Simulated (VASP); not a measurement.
# TaN (P-6m2) in VASP: notebook

The runs below take TaN through single point, with PBEsol+D3(BJ), PBE+D3(BJ).

Program: VASP 6.6.1. These are calculated values, not measurements. Logs are shortened: lines on timing, memory, paths and dates and some standing lists are left out, and cuts for length are marked.

**1. The cell of the first run**

The structure is hexagonal, space group P-6m2 (No. 187). Conventional cell: a = 2.938 Å, b = 2.938 Å, c = 2.882 Å, α = 90.00°, β = 90.00°, γ = 120.00°. Ta (site symmetry -6m2) has 6 N at 2.23 Å and 2 Ta at 2.88 Å within 2.9 Å. N (site symmetry -6m2) has 6 Ta at 2.23 Å and 2 N at 2.88 Å within 2.9 Å.

**2. Single point, PBEsol+D3(BJ), collinear spin, ferromagnetic start**

The input, INCAR:

```
SYSTEM = TaN
  PREC = Accurate
  ENCUT = 600
  EDIFF = 1E-6
  ISMEAR = 0
  SIGMA = 0.05
  LREAL = .False.
  LASPH = .True.
  NELM = 200
  ALGO = Normal
  ISIF = 2
  LWAVE = .False.
  LCHARG = .False.
  ISPIN = 2
  MAGMOM = 0.05 0
  LORBIT = 11
  LMAXMIX = 4
  GGA = PS
  IVDW = 12
  NBANDS = 19
  GGA_COMPAT = .False.
```

The input, KPOINTS:

```
regular mesh
0
Gamma
  10 10 8
  0 0 0
```

The input, POSCAR:

```
TaN
1.0
    2.9384134610      0.0000000000      0.0000000000
   -1.4692067305      2.5447407040      0.0000000000
    0.0000000000      0.0000000000      2.8821931156
Ta N
1 1
Direct
    0.3333333333      0.6666666667      0.5000000000
    0.0000000000      0.0000000000      0.0000000000
```

Potentials or basis: VASP PAW PBE potentials, release 64 (Ta_pv, N).

On the command line:

```sh
$ cat potpaw_PBE.64/Ta_pv/POTCAR potpaw_PBE.64/N/POTCAR > POTCAR
$ mpirun -np 1 vasp_std > vasp.out
```

OUTCAR:

```text
SYSTEM = TaN
   PREC = Accurate
   ENCUT = 600
   EDIFF = 1E-6
   ISMEAR = 0
   LREAL = .False.
   LASPH = .True.
   NELM = 200
   ISIF = 2
   ISPIN = 2
   LORBIT = 11
   GGA = PS
   IVDW = 12
 IVDW          = 12

 ion  position               nearest neighbor table
   1  0.333  0.667  0.500-   2 2.23   2 2.23   2 2.23   2 2.23   2 2.23   2 2.23
   2  0.000  0.000  0.000-   1 2.23   1 2.23   1 2.23   1 2.23   1 2.23   1 2.23

  LATTYP: Found a hexagonal cell.
 ALAT       =     2.9384134610
 C/A-ratio  =     0.9808671087

  Lattice vectors:

 A1 = (   2.9384134610,   0.0000000000,   0.0000000000)
 A2 = (  -1.4692067305,   2.5447407040,   0.0000000000)
 A3 = (   0.0000000000,   0.0000000000,   2.8821931156)

Analysis of symmetry for initial positions (statically):
=====================================================================
 Subroutine PRICEL returns:
 Original cell was already a primitive cell.

 Routine SETGRP: Setting up the symmetry group for a
 hexagonal supercell.

 Subroutine GETGRP returns: Found 12 space group operations
 (whereof 12 operations were pure point group operations)
 out of a pool of 24 trial point group operations.

The static configuration has the point symmetry D_3h.

Analysis of symmetry for dynamics (positions and initial velocities):
=====================================================================
 Subroutine PRICEL returns:
 Original cell was already a primitive cell.

 Routine SETGRP: Setting up the symmetry group for a
 hexagonal supercell.

 Subroutine GETGRP returns: Found 12 space group operations
 (whereof 12 operations were pure point group operations)
 out of a pool of 24 trial point group operations.

The dynamic configuration has the point symmetry D_3h.

Analysis of structural, dynamic, and magnetic symmetry:
=====================================================================
 Subroutine PRICEL returns:
 Original cell was already a primitive cell.

 Routine SETGRP: Setting up the symmetry group for a
 hexagonal supercell.

 Subroutine GETGRP returns: Found 12 space group operations
 (whereof 12 operations were pure point group operations)
 out of a pool of 24 trial point group operations.

The overall configuration has the point symmetry D_3h.

 Subroutine INISYM returns: Found 12 space group operations
 (whereof 12 operations are pure point group operations),
 and found     1 'primitive' translations

----------------------------------------------------------------------------------------

                                     Primitive cell

  volume of cell :      21.5516

  direct lattice vectors                    reciprocal lattice vectors
     2.938413461  0.000000000  0.000000000     0.340319704  0.196483673  0.000000000
    -1.469206731  2.544740704  0.000000000     0.000000000  0.392967346  0.000000000
     0.000000000  0.000000000  2.882193116     0.000000000  0.000000000  0.346958014

  length of vectors
     2.938413461  2.938413461  2.882193116     0.392967346  0.392967346  0.346958014

  position of ions in fractional coordinates (direct lattice)
     0.333333333  0.666666667  0.500000000
     0.000000000  0.000000000  0.000000000

  ion indices of the primitive-cell ions
   primitive index   ion index
                 1           1
                 2           2

----------------------------------------------------------------------------------------

 KPOINTS: regular mesh

Automatic generation of k-mesh.
 Grid dimensions read from file:
 generate k-points for:   10   10    8

 Generating k-lattice:

  Cartesian coordinates                     Fractional coordinates (reciprocal lattice)
     0.034031970  0.019648367  0.000000000     0.100000000  0.000000000  0.000000000
     0.000000000  0.039296735  0.000000000     0.000000000  0.100000000  0.000000000
     0.000000000  0.000000000  0.043369752     0.000000000  0.000000000  0.125000000

  Length of vectors
     0.039296735  0.039296735  0.043369752

  Shift w.r.t. Gamma in fractional coordinates (k-lattice)
     0.000000000  0.000000000  0.000000000

 Subroutine IBZKPT returns following result:
 ===========================================

 Found     70 irreducible k-points:

 Following reciprocal coordinates:
            Coordinates               Weight
  0.000000  0.000000  0.000000      1.000000
  0.100000  0.000000  0.000000      6.000000
  0.200000  0.000000  0.000000      6.000000
  0.300000  0.000000  0.000000      6.000000
  0.400000  0.000000  0.000000      6.000000
  0.500000  0.000000  0.000000      3.000000
[... 16 lines left out ...]
  0.300000  0.100000  0.125000     24.000000
  0.400000  0.100000  0.125000     24.000000
 [... further k-points ...]
   k-points           NKPTS =     70   k-points in BZ     NKDIM =     70   number of bands    NBANDS=     19
   number of dos      NEDOS =    301   number of ions     NIONS =      2
   total plane-waves  NPLWV =  13824
   dimension x,y,z NGX =    24 NGY =   24 NGZ =   24
   dimension x,y,z NGXF=    48 NGYF=   48 NGZF=   48
   ions per type =               1   1
   NGX,Y,Z   is equivalent  to a cutoff of  13.58, 13.58, 13.84 a.u.
   NGXF,Y,Z  is equivalent  to a cutoff of  27.16, 27.16, 27.69 a.u.
 SYSTEM =  TaN
   PREC   = accura    normal or accurate (medium, high low for compatibility)
   ISTART =      0    job   : 0-new  1-cont  2-samecut
   ICHARG =      2    charge: 1-file 2-atom 10-const
   ISPIN  =      2    spin polarized calculation?
   LNONCOLLINEAR =      F non collinear calculations
   LSORBIT =      F    spin-orbit coupling
   LASPH  =      T    aspherical Exc in radial PAW
   ENCUT  =  600.0 eV  44.10 Ry    6.64 a.u.   5.87  5.87  5.76*2*pi/ulx,y,z
   NELM   =    200;   NELMIN=  2; NELMDL= -5     # of ELM steps
   EDIFF  = 0.1E-05   stopping-criterion for ELM
   LREAL  =      F    real-space projection
   EDIFFG = 0.1E-04   stopping-criterion for IOM
   NSW    =      0    number of steps for IOM
   IBRION =     -1    ionic relax: 0-MD 1-quasi-New 2-CG
   NFREE  =      0    steps in history (QN), initial steepest desc. (CG)
   ISIF   =      2    stress and relaxation
   ISYM   =      2    0-nonsym 1-usesym 2-fastsym
   POTIM  = 0.5000    time-step for ionic-motion
   TEBEG  =    0.0;   TEEND  =   0.0 temperature during run
   PSTRESS=    0.0 pullay stress
   NELECT =      16.0000    total number of electrons
   NUPDOWN=      -1.0000    fix difference up-down
   EMIN   =  10.00;   EMAX   =-10.00  energy-range for DOS
   EFERMI =   0.00;   METHOD = LEGACY
   ISMEAR =     0;   SIGMA  =   0.05  broadening in eV -4-tet -1-fermi 0-gaus
   EFERMI_NEDOS =   21; number of points for ismear=-14 and -15
   IALGO  =     38    algorithm
   IMIX   =      4    mixing-type and parameters
     AMIX     =   0.40;   BMIX     =  1.00
     AMIX_MAG =   1.60;   BMIX_MAG =  1.00
  volume/ion in A,a.u.               =      10.78        72.72
  Fermi-wavevector in a.u.,A,eV,Ry     =   1.482364  2.801263 29.897501  2.197404
  Thomas-Fermi vector in A             =   2.596160
   LORBIT       =     11    0 simple, 1 ext, 2 COOP (PROOUT), +10 PAW based schemes
   GGA     = PS    functional components
   LHFCALC =     F    Hartree Fock is set to
   AEXX    =    0.0000 exact exchange contribution
   IVDW    =    12    specifies the selected vdW correction
   LEPSILON=     F    determine dielectric tensor
   LRPA    =     F    only Hartree local field effects (RPA)
 spin polarized calculation
 Gauss-broadening in eV      SIGMA  =   0.05
  energy-cutoff  :      600.00
  volume of cell :       21.55
 maximum number of plane-waves:       732
 NGX is ok and might be reduce to    24
   NGX = 11   NGY = 11   NGZ = 11

 number of electron      16.0000001 magnetization       0.0000341

 number of electron      16.0000001 magnetization      -0.0000710

 Free energy of the ion-electron system (eV)
  ---------------------------------------------------
  ext. energy  EPLUGINS =         0.00000000
  ---------------------------------------------------
  free energy    TOTEN  =       -23.80459066 eV

  energy without entropy =      -23.80447812  energy(sigma->0) =      -23.80453439

 E-fermi :   8.1108     XC(G=0): -13.5052

 val. band max:        7.9874968823   @ k =   0.0000   0.0000   0.5000
 cond. band min:       8.1344683201   @ k =   0.0000   0.0000   0.3750
 fundamental gap:      0.1469714378
 Fermi energy:         8.1108130644

 spin component 1

 k-point     1 :       0.0000    0.0000    0.0000
  band No.  band energies     occupation
      1     -26.6850      1.00000
      2     -26.4222      1.00000
      3     -26.4222      1.00000
      4      -9.6440      1.00000
      5       3.5265      1.00000
      6       3.5265      1.00000
[... 11 lines left out ...]
     18      26.7071      0.00000
     19      31.5484      0.00000
[... 485 lines left out ...]
 k-point    24 :       0.4000    0.1000    0.1250
  band No.  band energies     occupation
      1     -27.3851      1.00000
      2     -26.7011      1.00000
      3     -26.6654      1.00000
      4      -7.3184      1.00000
      5       0.0400      1.00000
      6       2.6669      1.00000
[... 11 lines left out ...]
     18      27.6218      0.00000
     19      31.3234      0.00000

 [... further k-points ...]

 spin component 2

 k-point     1 :       0.0000    0.0000    0.0000
  band No.  band energies     occupation
      1     -26.6860      1.00000
      2     -26.4233      1.00000
      3     -26.4233      1.00000
      4      -9.6442      1.00000
      5       3.5263      1.00000
      6       3.5263      1.00000
[... 11 lines left out ...]
     18      26.7069      0.00000
     19      31.5483      0.00000
[... 485 lines left out ...]
 k-point    24 :       0.4000    0.1000    0.1250
  band No.  band energies     occupation
      1     -27.3860      1.00000
      2     -26.7021      1.00000
      3     -26.6665      1.00000
      4      -7.3186      1.00000
      5       0.0398      1.00000
      6       2.6667      1.00000
[... 11 lines left out ...]
     18      27.6215      0.00000
     19      31.3233      0.00000

 [... further k-points ...]

------------------------ aborting loop because EDIFF is reached ----------------------------------------

 Edisp (eV)   -0.91846

 E8    (eV) :    -0.6376

  FORCE on cell =-STRESS in cart. coord.  units (eV):
  Direction    XX          YY          ZZ          XY          YZ          ZX
  --------------------------------------------------------------------------------------
  -------------------------------------------------------------------------------------
  Total      -1.50300    -1.50300    -1.47969     0.00000    -0.00000     0.00000
  in kB    -111.73513  -111.73513  -110.00217     0.00000    -0.00000     0.00000
  external pressure =     -111.16 kB  Pullay stress =        0.00 kB

 VOLUME and BASIS-vectors are now :
 -----------------------------------------------------------------------------
  energy-cutoff  :      600.00
  volume of cell :       21.55
      direct lattice vectors                 reciprocal lattice vectors
     2.938413461  0.000000000  0.000000000     0.340319704  0.196483673  0.000000000
    -1.469206731  2.544740704  0.000000000     0.000000000  0.392967346  0.000000000
     0.000000000  0.000000000  2.882193116     0.000000000  0.000000000  0.346958014

 POSITION                                       TOTAL-FORCE (eV/Angst)
 -----------------------------------------------------------------------------------
     -0.00000      1.69649      1.44110         0.000000     -0.000000      0.000000
      0.00000      0.00000      0.00000        -0.000000      0.000000      0.000000
 -----------------------------------------------------------------------------------
    total drift:                                0.000000     -0.000000     -0.000000

  FREE ENERGIE OF THE ION-ELECTRON SYSTEM (eV)
  ---------------------------------------------------
  free  energy   TOTEN  =       -24.7230463948 eV

  energy  without entropy=      -24.7229338586  energy(sigma->0) =      -24.72299013

 total charge

# of ion       s       p       d       tot
------------------------------------------
    1        0.305   6.267   2.436   9.008
    2        1.218   2.483   0.000   3.701
--------------------------------------------------
tot          1.523   8.750   2.436  12.709

 magnetization (x)

# of ion       s       p       d       tot
------------------------------------------
    1       -0.000  -0.000  -0.000  -0.000
    2        0.000   0.000   0.000   0.000
--------------------------------------------------
tot         -0.000   0.000  -0.000  -0.000
```

Wall time 48 s (1 thread of Intel Xeon 8259CL, shared host); peak memory 0.2 GiB.

What came out:

```
Free energy                                           : -24.7230 eV
Pressure                                              : -11.1 GPa
Band gap on the k mesh                                : zero (filled and empty bands overlap)
Net moment                                            : 0.00 μB per cell
Valence electrons inside the program's atomic spheres : Ta 9.01; N 3.70
Dispersion energy per atom                            : -0.459 eV
```

Caveat: the PAW data sets were made with another functional, which shifts forces and pressure a little; spin-orbit coupling is left out, which moves the levels of the heavy elements; pairwise dispersion overbinds metals, which lowers pressure and volume.

**3. Single point, PBE+D3(BJ), collinear spin, ferromagnetic start**

The input, INCAR:

```
PREC = Accurate
ENCUT = 600
EDIFF = 1E-6
ISMEAR = 0
SIGMA = 0.05
LREAL = F
LASPH = T
NELM = 200
ALGO = Normal
ISIF = 2
LWAVE = F
LCHARG = F
ISPIN = 2
MAGMOM = 0.05 0
LORBIT = 11
LMAXMIX = 4
GGA = PE
IVDW = 12
NBANDS = 19
GGA_COMPAT = F
```

The input, KPOINTS:

```
regular mesh
0
Gamma
  10 10 8
```

The input, POSCAR:

```
TaN
1.0
    2.9361269828      0.0000000000      0.0000000000
   -1.4680634914      2.5427605558      0.0000000000
    0.0000000000      0.0000000000      2.8866838190
Ta N
1 1
Direct
    0.3333333333      0.6666666667      0.5000000000
    0.0000000000      0.0000000000      0.0000000000
```

Potentials or basis: VASP PAW PBE potentials, release 64 (Ta_pv, N).

On the command line:

```sh
$ cat potpaw_PBE.64/Ta_pv/POTCAR potpaw_PBE.64/N/POTCAR > POTCAR
$ mpirun -np 1 vasp_std > vasp.out
```

Wall time 59 s (1 thread of Intel Xeon 8259CL, shared host); peak memory 0.2 GiB.

It converged, with:

- Free energy: -23.3728 eV
- Pressure: -1.9 GPa
- Band gap on the k mesh: zero (filled and empty bands overlap)
- Net moment: 0.00 μB per cell
- Valence electrons inside the program's atomic spheres: Ta 9.00; N 3.73
- Dispersion energy per atom: -0.465 eV

Stress tensor (GPa, compression positive):
```
-2.01  0.00  0.00
 0.00 -2.01  0.00
 0.00  0.00 -1.67
```

Levels at points of the mesh, in eV from the Fermi level:
Spin up:
```tsv
k point	band 4	band 5	band 6	band 7	band 8	band 9	band 10	band 11	band 12	band 13
(0.00, 0.00, 0.00)	-17.82	-4.59	-4.59	-4.26	-2.98	2.19	3.53	3.53	3.96	3.96
(0.50, 0.00, 0.00)	-15.53	-8.32	-5.25	-3.52	-3.22	2.97	3.99	5.17	5.27	7.38
(0.00, 0.00, 0.50)	-15.18	-9.40	-3.78	-3.78	-0.13	-0.13	2.33	3.30	3.30	8.17
(0.50, 0.00, 0.50)	-15.84	-7.37	-6.23	-5.71	-0.41	4.12	5.32	5.98	7.04	10.14
```
Spin down:
```tsv
k point	band 5	band 6	band 7	band 8	band 9	band 10	band 11	band 12
(0.00, 0.00, 0.00)	-4.59	-4.59	-4.26	-2.98	2.18	3.53	3.53	3.96
(0.50, 0.00, 0.00)	-8.32	-5.25	-3.52	-3.22	2.96	3.99	5.17	5.27
(0.00, 0.00, 0.50)	-9.40	-3.78	-3.78	-0.13	-0.13	2.33	3.30	3.30
(0.50, 0.00, 0.50)	-7.37	-6.23	-5.71	-0.42	4.12	5.32	5.98	7.04
```

Caveat: spin-orbit coupling is left out, which moves the levels of the heavy elements; pairwise dispersion overbinds metals, which lowers pressure and volume.
